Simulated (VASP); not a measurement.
# Si3Mo (Pm-3m) in VASP: further runs

Si3Mo is run at these levels: PBE; tasks: single point, relaxation of cell and atoms.

Program: VASP 6.6.1. These are calculated values, not measurements. Logs are shortened: lines on timing, memory, paths and dates and some standing lists are left out, and cuts for length are marked.

## Step 1: The cell of the first run

The structure is cubic, space group Pm-3m (No. 221). The conventional cell has a = 3.818 Å, b = 3.818 Å, c = 3.818 Å, α = 90.00°, β = 90.00°, γ = 90.00°. Si (site symmetry 4/mmm) has 8 Si at 2.70 Å and 4 Mo at 2.70 Å within 3.6 Å. Within 3.6 Å of Mo (site symmetry m-3m) lie 12 Si at 2.70 Å.

## Step 2: Single point, PBE

Contents of INCAR:

```
SYSTEM = Si3Mo
PREC = Accurate
ENCUT = 520
EDIFF = 1E-7
ISMEAR = 0
SIGMA = 0.1
LREAL = .FALSE.
LASPH = .TRUE.
NELM = 80
ALGO = Normal
ISIF = 2
LWAVE = .FALSE.
LCHARG = .FALSE.
GGA = PE
NBANDS = 21
```

Contents of KPOINTS:

```
regular mesh
0
G
  12 12 12
  0 0 0
```

Contents of POSCAR:

```
Si3Mo
1.0
    3.8175069782      0.0000000000      0.0000000000
    0.0000000000      3.8175069782      0.0000000000
    0.0000000000      0.0000000000      3.8175069782
Si Mo
3 1
Direct
    0.0000000000      0.5000000000      0.5000000000
    0.5000000000      0.0000000000      0.5000000000
    0.5000000000      0.5000000000      0.0000000000
    0.0000000000      0.0000000000      0.0000000000
```

Potentials or basis: VASP PAW PBE potentials, release 64 (Si, Mo_sv).

Command:

```bash
$ cat potpaw_PBE.64/Si/POTCAR potpaw_PBE.64/Mo_sv/POTCAR > POTCAR
$ mpirun -np 1 vasp_std > vasp.out
```

OUTCAR:

```text
SYSTEM = Si3Mo
   PREC = Accurate
   ENCUT = 520
   EDIFF = 1E-7
   ISMEAR = 0
   LREAL = .FALSE.
   LASPH = .TRUE.
   NELM = 80
   ISIF = 2
   GGA = PE

 ion  position               nearest neighbor table
   1  0.000  0.500  0.500-   2 2.70   3 2.70   4 2.70   3 2.70   4 2.70   2 2.70   4 2.70   4 2.70
                             2 2.70   3 2.70   3 2.70   2 2.70
   2  0.500  0.000  0.500-   1 2.70   3 2.70   4 2.70   3 2.70   4 2.70   1 2.70   3 2.70   3 2.70
                             1 2.70   4 2.70   4 2.70   1 2.70
   3  0.500  0.500  0.000-   1 2.70   2 2.70   4 2.70   1 2.70   2 2.70   2 2.70   4 2.70   2 2.70
                             1 2.70   4 2.70   1 2.70   4 2.70
   4  0.000  0.000  0.000-   1 2.70   2 2.70   3 2.70   1 2.70   2 2.70   1 2.70   3 2.70   1 2.70
                             2 2.70   3 2.70   2 2.70   3 2.70

  LATTYP: Found a simple cubic cell.
 ALAT       =     3.8175069782

  Lattice vectors:

 A1 = (   3.8175069782,   0.0000000000,   0.0000000000)
 A2 = (   0.0000000000,   3.8175069782,   0.0000000000)
 A3 = (   0.0000000000,   0.0000000000,   3.8175069782)

Analysis of symmetry for initial positions (statically):
=====================================================================
 Subroutine PRICEL returns:
 Original cell was already a primitive cell.

 Routine SETGRP: Setting up the symmetry group for a
 simple cubic supercell.

 Subroutine GETGRP returns: Found 48 space group operations
 (whereof 48 operations were pure point group operations)
 out of a pool of 48 trial point group operations.

The static configuration has the point symmetry O_h .

Analysis of symmetry for dynamics (positions and initial velocities):
=====================================================================
 Subroutine PRICEL returns:
 Original cell was already a primitive cell.

 Routine SETGRP: Setting up the symmetry group for a
 simple cubic supercell.

 Subroutine GETGRP returns: Found 48 space group operations
 (whereof 48 operations were pure point group operations)
 out of a pool of 48 trial point group operations.

The dynamic configuration has the point symmetry O_h .

 Subroutine INISYM returns: Found 48 space group operations
 (whereof 48 operations are pure point group operations),
 and found     1 'primitive' translations

----------------------------------------------------------------------------------------

                                     Primitive cell

  volume of cell :      55.6339

  direct lattice vectors                    reciprocal lattice vectors
     3.817506978  0.000000000  0.000000000     0.261951060  0.000000000  0.000000000
     0.000000000  3.817506978  0.000000000     0.000000000  0.261951060  0.000000000
     0.000000000  0.000000000  3.817506978     0.000000000  0.000000000  0.261951060

  length of vectors
     3.817506978  3.817506978  3.817506978     0.261951060  0.261951060  0.261951060

  position of ions in fractional coordinates (direct lattice)
     0.000000000  0.500000000  0.500000000
     0.500000000  0.000000000  0.500000000
     0.500000000  0.500000000  0.000000000
     0.000000000  0.000000000  0.000000000

  ion indices of the primitive-cell ions
   primitive index   ion index
                 1           1
                 2           2
                 3           3
                 4           4

----------------------------------------------------------------------------------------

 KPOINTS: regular mesh

Automatic generation of k-mesh.
 Grid dimensions read from file:
 generate k-points for:   12   12   12

 Generating k-lattice:

  Cartesian coordinates                     Fractional coordinates (reciprocal lattice)
     0.021829255  0.000000000  0.000000000     0.083333333  0.000000000  0.000000000
     0.000000000  0.021829255  0.000000000     0.000000000  0.083333333  0.000000000
     0.000000000  0.000000000  0.021829255     0.000000000  0.000000000  0.083333333

  Length of vectors
     0.021829255  0.021829255  0.021829255

  Shift w.r.t. Gamma in fractional coordinates (k-lattice)
     0.000000000  0.000000000  0.000000000

 Subroutine IBZKPT returns following result:
 ===========================================

 Found     84 irreducible k-points:

 Following reciprocal coordinates:
            Coordinates               Weight
  0.000000  0.000000  0.000000      1.000000
  0.083333  0.000000  0.000000      6.000000
  0.166667  0.000000  0.000000      6.000000
  0.250000  0.000000  0.000000      6.000000
  0.333333  0.000000  0.000000      6.000000
  0.416667  0.000000  0.000000      6.000000
[... 16 lines left out ...]
  0.333333  0.333333  0.000000     12.000000
  0.416667  0.333333  0.000000     24.000000
 [... further k-points ...]
   k-points           NKPTS =     84   k-points in BZ     NKDIM =     84   number of bands    NBANDS=     21
   number of dos      NEDOS =    301   number of ions     NIONS =      4
   total plane-waves  NPLWV =  21952
   dimension x,y,z NGX =    28 NGY =   28 NGZ =   28
   dimension x,y,z NGXF=    56 NGYF=   56 NGZF=   56
   ions per type =               3   1
   NGX,Y,Z   is equivalent  to a cutoff of  12.19, 12.19, 12.19 a.u.
   NGXF,Y,Z  is equivalent  to a cutoff of  24.39, 24.39, 24.39 a.u.
 SYSTEM =  Si3Mo
   PREC   = accura    normal or accurate (medium, high low for compatibility)
   ISTART =      0    job   : 0-new  1-cont  2-samecut
   ICHARG =      2    charge: 1-file 2-atom 10-const
   ISPIN  =      1    spin polarized calculation?
   LNONCOLLINEAR =      F non collinear calculations
   LSORBIT =      F    spin-orbit coupling
   LASPH  =      T    aspherical Exc in radial PAW
   ENCUT  =  520.0 eV  38.22 Ry    6.18 a.u.   7.10  7.10  7.10*2*pi/ulx,y,z
   NELM   =     80;   NELMIN=  2; NELMDL= -5     # of ELM steps
   EDIFF  = 0.1E-06   stopping-criterion for ELM
   LREAL  =      F    real-space projection
   EDIFFG = 0.1E-05   stopping-criterion for IOM
   NSW    =      0    number of steps for IOM
   IBRION =     -1    ionic relax: 0-MD 1-quasi-New 2-CG
   NFREE  =      0    steps in history (QN), initial steepest desc. (CG)
   ISIF   =      2    stress and relaxation
   ISYM   =      2    0-nonsym 1-usesym 2-fastsym
   POTIM  = 0.5000    time-step for ionic-motion
   TEBEG  =    0.0;   TEEND  =   0.0 temperature during run
   PSTRESS=    0.0 pullay stress
   NELECT =      26.0000    total number of electrons
   NUPDOWN=      -1.0000    fix difference up-down
   EMIN   =  10.00;   EMAX   =-10.00  energy-range for DOS
   EFERMI =   0.00;   METHOD = LEGACY
   ISMEAR =     0;   SIGMA  =   0.10  broadening in eV -4-tet -1-fermi 0-gaus
   EFERMI_NEDOS =   21; number of points for ismear=-14 and -15
   IALGO  =     38    algorithm
   IMIX   =      4    mixing-type and parameters
     AMIX     =   0.40;   BMIX     =  1.00
     AMIX_MAG =   1.60;   BMIX_MAG =  1.00
  volume/ion in A,a.u.               =      13.91        93.86
  Fermi-wavevector in a.u.,A,eV,Ry     =   1.270436  2.400776 21.959905  1.614007
  Thomas-Fermi vector in A             =   2.403423
   LORBIT       =      0    0 simple, 1 ext, 2 COOP (PROOUT), +10 PAW based schemes
   GGA     = PE    functional components
   LHFCALC =     F    Hartree Fock is set to
   AEXX    =    0.0000 exact exchange contribution
   IVDW    =     0    specifies the selected vdW correction
   LEPSILON=     F    determine dielectric tensor
   LRPA    =     F    only Hartree local field effects (RPA)
 non-spin polarized calculation
 Gauss-broadening in eV      SIGMA  =   0.10
  energy-cutoff  :      520.00
  volume of cell :       55.63
 maximum number of plane-waves:      1518
   NGX = 15   NGY = 15   NGZ = 15

 number of electron      25.9999995 magnetization

 Free energy of the ion-electron system (eV)
  ---------------------------------------------------
  ext. energy  EPLUGINS =         0.00000000
  ---------------------------------------------------
  free energy    TOTEN  =       -25.77992294 eV

  energy without entropy =      -25.76357581  energy(sigma->0) =      -25.77174938

 E-fermi :  11.7712     XC(G=0): -12.0303

 val. band max:       11.7692796919   @ k =   0.5000   0.5000   0.4167
 cond. band min:      11.7772527181   @ k =   0.5000   0.3333   0.3333
 fundamental gap:      0.0079730262
 Fermi energy:        11.7712132632

 k-point     1 :       0.0000    0.0000    0.0000
  band No.  band energies     occupation
      1     -49.0731      2.00000
      2     -23.2364      2.00000
      3     -23.2364      2.00000
      4     -23.2364      2.00000
      5      -2.1802      2.00000
      6       5.6331      2.00000
[... 13 lines left out ...]
     20      18.7400      0.00000
     21      18.7400      0.00000

 k-point     2 :       0.0833    0.0000    0.0000
  band No.  band energies     occupation
      1     -49.0730      2.00000
      2     -23.2396      2.00000
      3     -23.2361      2.00000
      4     -23.2361      2.00000
      5      -2.1066      2.00000
      6       5.2020      2.00000
[... 13 lines left out ...]
     20      17.9472      0.00000
     21      17.9472      0.00000

 k-point     3 :       0.1667    0.0000    0.0000
  band No.  band energies     occupation
      1     -49.0726      2.00000
      2     -23.2483      2.00000
      3     -23.2354      2.00000
      4     -23.2354      2.00000
      5      -1.8878      2.00000
      6       4.3113      2.00000
[... 13 lines left out ...]
     20      17.1471      0.00000
     21      17.1471      0.00000
[... 457 lines left out ...]
 k-point    23 :       0.3333    0.3333    0.0000
  band No.  band energies     occupation
      1     -49.0705      2.00000
      2     -23.2682      2.00000
      3     -23.2672      2.00000
      4     -23.2304      2.00000
      5      -0.0510      2.00000
      6       3.1799      2.00000
[... 13 lines left out ...]
     20      16.6700      0.00000
     21      19.1365      0.00000

 k-point    24 :       0.4167    0.3333    0.0000
  band No.  band energies     occupation
      1     -49.0702      2.00000
      2     -23.2760      2.00000
      3     -23.2666      2.00000
      4     -23.2297      2.00000
      5       0.4181      2.00000
      6       2.4238      2.00000
[... 13 lines left out ...]
     20      16.9723      0.00000
     21      19.7514      0.00000

 [... further k-points ...]

------------------------ aborting loop because EDIFF is reached ----------------------------------------

  FORCE on cell =-STRESS in cart. coord.  units (eV):
  Direction    XX          YY          ZZ          XY          YZ          ZX
  --------------------------------------------------------------------------------------
  -------------------------------------------------------------------------------------
  Total        0.0191228      0.0191228      0.0191228      0.0000000      0.0000000     -0.0000000
  in kB        0.5507085      0.5507085      0.5507085      0.0000000      0.0000000     -0.0000000
  external PRESSURE =       0.5507085 kB  Pullay stress =       0.0000000 kB

 VOLUME and BASIS-vectors are now :
 -----------------------------------------------------------------------------
  energy-cutoff  :      520.00
  volume of cell :       55.63
      direct lattice vectors                 reciprocal lattice vectors
     3.817506978  0.000000000  0.000000000     0.261951060  0.000000000  0.000000000
     0.000000000  3.817506978  0.000000000     0.000000000  0.261951060  0.000000000
     0.000000000  0.000000000  3.817506978     0.000000000  0.000000000  0.261951060

 POSITION                                       TOTAL-FORCE (eV/Angst)
 -----------------------------------------------------------------------------------
      0.00000      1.90875      1.90875         0.000000      0.000000      0.000000
      1.90875      0.00000      1.90875         0.000000      0.000000      0.000000
      1.90875      1.90875      0.00000         0.000000      0.000000      0.000000
      0.00000      0.00000      0.00000         0.000000      0.000000      0.000000
 -----------------------------------------------------------------------------------
    total drift:                               -0.000000     -0.000000     -0.000000

  FREE ENERGIE OF THE ION-ELECTRON SYSTEM (eV)
  ---------------------------------------------------
  free  energy   TOTEN  =       -25.7799229437 eV

  energy  without entropy=      -25.7635758108  energy(sigma->0) =      -25.77174938
```

Wall time 36 s (1 thread of Intel Xeon Platinum 8559C (Emerald Rapids), shared host); peak memory 0.22 GiB.

What came out:

| Property | Result |
| --- | --- |
| Free energy | -25.7799 eV |
| Pressure | 0.1 GPa |
| Band gap on the k mesh | zero (band 13 reaches 12.26 eV, above the bottom of band 14 at 10.60 eV) |

Levels at points of the mesh, in eV from the Fermi level:
```csv
k point,band 10,band 11,band 12,band 13,band 14,band 15,band 16,band 17
"(0.00, 0.00, 0.00)",-4.43,-1.43,-1.43,-1.43,-0.01,2.23,2.23,2.77
"(0.50, 0.00, 0.00)",-2.92,-1.08,-1.06,-1.06,-0.40,-0.30,2.01,2.01
"(0.50, 0.50, 0.00)",-3.67,-1.29,-1.20,-0.16,-0.06,1.22,1.22,3.04
"(0.50, 0.50, 0.50)",-5.30,-5.30,-0.16,0.15,0.15,2.08,2.08,2.08
```

## Step 3: Relaxation of cell and atoms, PBE

This run uses another cell than the first one, of 14.02 Å³/atom, 1.008 times its volume.

Contents of INCAR:

```
PREC     = Accurate       # precision mode
ENCUT    = 600            # plane-wave cutoff, eV
EDIFF    = 1E-6           # SCF threshold, eV
ISMEAR   = 0              # smearing method
SIGMA    = 0.1            # smearing width, eV
LREAL    = F              # projectors in reciprocal space
LASPH    = T              # aspherical terms in the spheres
NELM     = 60             # most SCF steps
ALGO     = Normal         # electronic algorithm
ISIF     = 3              # what is computed and relaxed
LWAVE    = F              # write WAVECAR
LCHARG   = F              # write CHGCAR
GGA      = PE             # functional
IBRION   = 2              # ionic algorithm
NSW      = 100            # ionic steps
EDIFFG   = -0.01          # ionic threshold
```

Contents of KPOINTS:

```
Automatic mesh
0
Gamma
  12 12 12
```

Contents of POSCAR:

```
Si3Mo
1.0
    3.8275603297      0.0000000000      0.0000000000
    0.0000000000      3.8275603297      0.0000000000
    0.0000000000      0.0000000000      3.8275603297
Si Mo
3 1
Direct
    0.0000000000      0.5000000000      0.5000000000
    0.5000000000      0.0000000000      0.5000000000
    0.5000000000      0.5000000000      0.0000000000
    0.0000000000      0.0000000000      0.0000000000
```

Potentials or basis: VASP PAW PBE potentials, release 64 (Si, Mo_sv).

Command:

```bash
$ cat potpaw_PBE.64/Si/POTCAR potpaw_PBE.64/Mo_sv/POTCAR > POTCAR
$ mpirun -np 1 vasp_std > vasp.out
```

Wall time 64 s (1 thread of Intel Xeon Platinum 8559C (Emerald Rapids), shared host); peak memory 0.25 GiB.

It converged, with:

```yaml
Free_energy: -25.7802 eV
Relaxed_volume: 13.91 Å³/atom
Relaxed_cell: a = 3.818 Å, b = 3.818 Å, c = 3.818 Å, α = 90.00°, β = 90.00°, γ = 90.00°
Space_group_after_relaxing_to_0.05_Å: Pm-3m (No. 221)
Energy_gained_by_relaxing: 0.4 meV/atom
Ionic_steps: 3
Pressure_after_relaxing: 0.0 GPa
Band_gap_on_the_k_mesh: zero (band 13 reaches 12.26 eV, above the bottom of band 14 at 10.59 eV)
```

The path:
```csv
step,energy change (eV),largest force (eV/Å),pressure (GPa),volume (Å³)
1,0.0000,0.0000,-1.15,56.07
2,-0.0003,0.0000,1.08,55.26
3,-0.0016,0.0000,0.01,55.64
```

Final structure:
```xyz
4
Lattice="3.8178 0.0000 0.0000 0.0000 3.8178 0.0000 0.0000 0.0000 3.8178" Properties=species:S:1:pos:R:3 pbc="T T T"
Si    0.0000    1.9089    1.9089
Si    1.9089    0.0000    1.9089
Si    1.9089    1.9089    0.0000
Mo    0.0000    0.0000    0.0000
```

Levels at points of the mesh, in eV from the Fermi level:
```tsv
k point	band 11	band 12	band 13	band 14	band 15	band 16
(0.00, 0.00, 0.00)	-1.43	-1.43	-1.43	-0.01	2.23	2.23
(0.50, 0.00, 0.00)	-1.08	-1.06	-1.06	-0.40	-0.29	2.01
(0.50, 0.50, 0.00)	-1.29	-1.20	-0.16	-0.06	1.22	1.22
(0.50, 0.50, 0.50)	-5.30	-0.16	0.15	0.15	2.07	2.07
```
